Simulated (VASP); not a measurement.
# Si (a cell with a defect) in VASP: single point with r2SCAN

Aim: the single point of Si (a cell with a defect) with r2SCAN.

Everything below comes from runs of VASP 6.6.1. Logs are shortened: lines on timing, memory, paths and dates and some standing lists are left out, and cuts for length are marked.

**1. The cell of the first run**

The cell holds a defect, 15 atoms: a = 7.699 Å, b = 7.699 Å, c = 7.699 Å, α = 60.00°, β = 60.00°, γ = 60.00°.

**2. Single point, r2SCAN**

The input, POSCAR:

```
Si
1.0
    0.0000000000      5.4437023800     -5.4437023800
    5.4437023800      5.4437023800      0.0000000000
    5.4437023800      0.0000000000     -5.4437023800
Si
15
Direct
   -0.0624987327      0.1874995047      0.1874996884
    0.1241769760      0.6273885421      0.1210458350
    0.6269506967      0.1218365652      0.1218365652
    0.6269507886      0.6293761600      0.1218364734
    0.1241770679      0.1210457431      0.6273886340
    0.1241770679      0.6273884503      0.6273886340
    0.6269508804      0.1218365652      0.6293758844
    0.6257324082      0.6247558670      0.6247558670
    0.2480488289      0.7456245248      0.2531633627
    0.2480490126      0.2531631790      0.2531633627
    0.7508229170      0.7476114997      0.2539540929
    0.2492674848      0.7502441748      0.7502441748
    0.2480488289      0.2531631790      0.7456247085
    0.7508228251      0.7476115915      0.7476114078
    0.7508228251      0.2539541848      0.7476114078
```

The input, INCAR.step1:

```
PREC = Accurate
ENCUT = 520
ISMEAR = 0
SIGMA = 0.02
LREAL = Auto
LASPH = T
NELM = 80
NBANDS = 43
NELECT = 58.0
GGA = PE
ALGO = Normal
EDIFF = 1E-4
LWAVE = T
LCHARG = F
```

The input, INCAR.step2:

```
PREC = Accurate
ENCUT = 520
EDIFF = 1E-6
ISMEAR = 0
SIGMA = 0.02
LREAL = Auto
LASPH = T
NELM = 80
ALGO = Normal
ISIF = 2
LWAVE = F
LCHARG = F
METAGGA = R2SCAN
LMIXTAU = T
NBANDS = 43
NELECT = 58.0
ISTART = 1
```

The input, KPOINTS:

```
Automatic mesh
0
Gamma
  2 2 2
```

Potentials or basis: VASP PAW PBE potentials, release 64 (Si).

Run with:

```console
$ cat potpaw_PBE.64/Si/POTCAR > POTCAR
$ cp INCAR.step1 INCAR
$ mpirun -np 1 vasp_std > vasp.out
$ cp INCAR.step2 INCAR
$ mpirun -np 1 vasp_std > vasp.out
```

OUTCAR:

```text
PREC = Accurate
   ENCUT = 520
   EDIFF = 1E-6
   ISMEAR = 0
   LREAL = Auto
   LASPH = T
   NELM = 80
   ISIF = 2
   METAGGA = R2SCAN
   NELECT = 58.0
   ISTART = 1

 ion  position               nearest neighbor table
   1  0.938  0.187  0.187-   9 2.98  13 2.98  10 2.98   7 2.98   4 2.98   3 2.98
   2  0.124  0.627  0.121-  12 2.33  11 2.35   9 2.35  10 2.35
   3  0.627  0.122  0.122-  11 2.35  15 2.35  10 2.38   1 2.98
   4  0.627  0.629  0.122-  14 2.35  11 2.35   9 2.38   1 2.98
   5  0.124  0.121  0.627-  12 2.33  15 2.35  13 2.35  10 2.35
   6  0.124  0.627  0.627-  12 2.33  14 2.35   9 2.35  13 2.35
   7  0.627  0.122  0.629-  14 2.35  15 2.35  13 2.38   1 2.98
   8  0.626  0.625  0.625-  15 2.33  14 2.33  11 2.33  12 2.37
   9  0.248  0.746  0.253-   6 2.35   2 2.35   4 2.38   1 2.98
  10  0.248  0.253  0.253-   5 2.35   2 2.35   3 2.38   1 2.98
  11  0.751  0.748  0.254-   8 2.33   2 2.35   3 2.35   4 2.35
  12  0.249  0.750  0.750-   5 2.33   2 2.33   6 2.33   8 2.37
  13  0.248  0.253  0.746-   6 2.35   5 2.35   7 2.38   1 2.98
  14  0.751  0.748  0.748-   8 2.33   6 2.35   7 2.35   4 2.35
  15  0.751  0.254  0.748-   8 2.33   5 2.35   7 2.35   3 2.35

  LATTYP: Found a face centered cubic cell.
 ALAT       =    10.8874047600

  Lattice vectors:

 A1 = (   0.0000000000,   5.4437023800,  -5.4437023800)
 A2 = (   5.4437023800,   5.4437023800,   0.0000000000)
 A3 = (   5.4437023800,   0.0000000000,  -5.4437023800)

Analysis of symmetry for initial positions (statically):
=====================================================================
 Subroutine PRICEL returns:
 Original cell was already a primitive cell.

 Routine SETGRP: Setting up the symmetry group for a
 face centered cubic supercell.

 Subroutine GETGRP returns: Found 12 space group operations
 (whereof  2 operations were pure point group operations)
 out of a pool of 48 trial point group operations.

The static configuration has the point symmetry C_1h.
 The point group associated with its full space group is D_3d.

Analysis of symmetry for dynamics (positions and initial velocities):
=====================================================================
[... 127 lines left out ...]
   NELECT =      58.0000    total number of electrons
   NUPDOWN=      -1.0000    fix difference up-down
   EMIN   =  10.00;   EMAX   =-10.00  energy-range for DOS
   EFERMI =   0.00;   METHOD = LEGACY
   ISMEAR =     0;   SIGMA  =   0.02  broadening in eV -4-tet -1-fermi 0-gaus
   EFERMI_NEDOS =   21; number of points for ismear=-14 and -15
   IALGO  =     38    algorithm
   IMIX   =      4    mixing-type and parameters
     AMIX     =   0.40;   BMIX     =  1.00
     AMIX_MAG =   1.60;   BMIX_MAG =  1.00
  volume/ion in A,a.u.               =      21.51       145.15
  Fermi-wavevector in a.u.,A,eV,Ry     =   0.923946  1.746004 11.614963  0.853676
  Thomas-Fermi vector in A             =   2.049638
   LORBIT       =      0    0 simple, 1 ext, 2 COOP (PROOUT), +10 PAW based schemes
   METAGGA = R2SCAN    functional components
   LHFCALC =     F    Hartree Fock is set to
   AEXX    =    0.0000 exact exchange contribution
   IVDW    =     0    specifies the selected vdW correction
   LEPSILON=     F    determine dielectric tensor
   LRPA    =     F    only Hartree local field effects (RPA)
 non-spin polarized calculation
 Gauss-broadening in eV      SIGMA  =   0.02
  energy-cutoff  :      520.00
  volume of cell :      322.64
 maximum number of plane-waves:      8694
 NGX is ok and might be reduce to    60
   NGX = 29   NGY = 29   NGZ = 29

 number of electron      58.0000000 magnetization

 Free energy of the ion-electron system (eV)
  ---------------------------------------------------
  ext. energy  EPLUGINS =         0.00000000
  ---------------------------------------------------
  free energy    TOTEN  =      -136.21231531 eV

  energy without entropy =     -136.20790544  energy(sigma->0) =     -136.21011038

 E-fermi :   4.6139     XC(G=0):  -9.4941

 val. band max:        4.4354336293   @ k =   0.0000   0.0000   0.0000
 cond. band min:       4.6188997429   @ k =   0.0000   0.0000   0.0000
 fundamental gap:      0.1834661136
 Fermi energy:         4.6138597730

 k-point     1 :       0.0000    0.0000    0.0000
  band No.  band energies     occupation
      1      -7.0408      2.00000
      2      -4.8196      2.00000
      3      -4.8196      2.00000
      4      -4.6187      2.00000
      5      -4.0938      2.00000
      6      -2.9194      2.00000
[... 165 lines left out ...]
     40       9.2462      0.00000
     41       9.6352      0.00000
 [bands above 41 left out]

------------------------ aborting loop because EDIFF is reached ----------------------------------------

  FORCE on cell =-STRESS in cart. coord.  units (eV):
  Direction    XX          YY          ZZ          XY          YZ          ZX
  --------------------------------------------------------------------------------------
  -------------------------------------------------------------------------------------
  Total      -24.4127707    -24.4127707    -24.4127707      0.4566879      0.4566879     -0.4566879
  in kB     -121.2312377   -121.2312377   -121.2312377      2.2678640      2.2678640     -2.2678640
  external PRESSURE =    -121.2312377 kB  Pullay stress =       0.0000000 kB

 VOLUME and BASIS-vectors are now :
 -----------------------------------------------------------------------------
  energy-cutoff  :      520.00
  volume of cell :      322.64
      direct lattice vectors                 reciprocal lattice vectors
     0.000000000  5.443702380 -5.443702380    -0.091849254  0.091849254 -0.091849254
     5.443702380  5.443702380  0.000000000     0.091849254  0.091849254  0.091849254
     5.443702380  0.000000000 -5.443702380     0.091849254 -0.091849254 -0.091849254

 POSITION                                       TOTAL-FORCE (eV/Angst)
 -----------------------------------------------------------------------------------
      2.04138      6.12417     -6.12417        -0.000000      0.000000     -0.000000
      4.07425      4.09130     -1.33492         0.012925     -0.012925      0.038753
      1.32648      4.07617     -4.07617        -0.024430     -0.018783      0.018783
      4.08938      6.83907     -4.07618         0.018783      0.024430      0.018783
      4.07425      1.33492     -4.09130         0.012925     -0.038753      0.012925
      6.83063      4.09130     -4.09130         0.038753     -0.012925      0.012925
      4.08938      4.07618     -6.83907         0.018783     -0.018783     -0.024430
      6.80197      6.80729     -6.80729         0.028872     -0.028872      0.028872
      5.43710      5.40926     -2.72845        -0.018783     -0.024430     -0.018783
      2.75629      2.72845     -2.72845         0.024430      0.018783     -0.018783
      5.45223      8.15703     -5.46971        -0.012925      0.012925     -0.038753
      8.16821      5.44104     -5.44104        -0.028872      0.028872     -0.028872
      5.43710      2.72845     -5.40926        -0.018783      0.018783      0.024430
      8.13955      8.15703     -8.15703        -0.038753      0.012925     -0.012925
      5.45223      5.46971     -8.15703        -0.012925      0.038753     -0.012925
 -----------------------------------------------------------------------------------
    total drift:                               -0.002583     -0.000379     -0.000553

  FREE ENERGIE OF THE ION-ELECTRON SYSTEM (eV)
  ---------------------------------------------------
  free  energy   TOTEN  =      -136.2123153082 eV

  energy  without entropy=     -136.2079054436  energy(sigma->0) =     -136.21011038
```

Wall time 3.9 min (1 thread of Intel Xeon 6975P-C (Granite Rapids), shared host); peak memory 0.5 GiB.

Results:

- Free energy: -136.2123 eV
- Largest force: 0.050 eV/Å

Forces in eV/Å, atoms in the order of the input:
```
Si   0.000  0.000  0.000
Si   0.013 -0.013  0.039
Si  -0.024 -0.019  0.019
Si   0.019  0.024  0.019
Si   0.013 -0.039  0.013
Si   0.039 -0.013  0.013
Si   0.019 -0.019 -0.024
Si   0.029 -0.029  0.029
Si  -0.019 -0.024 -0.019
Si   0.024  0.019 -0.019
Si  -0.013  0.013 -0.039
Si  -0.029  0.029 -0.029
Si  -0.019  0.019  0.024
Si  -0.039  0.013 -0.013
Si  -0.013  0.039 -0.013
```

Caveat: the k points lie up to 0.50 Å⁻¹ apart, too coarse for converged energies and pressures of a metal; the cell carries a net charge on a neutralising background, which shifts energy and pressure; the cell is charged against a uniform background, so pressure and absolute levels hang on convention; the PAW data sets were made with another functional, which shifts forces and pressure a little.
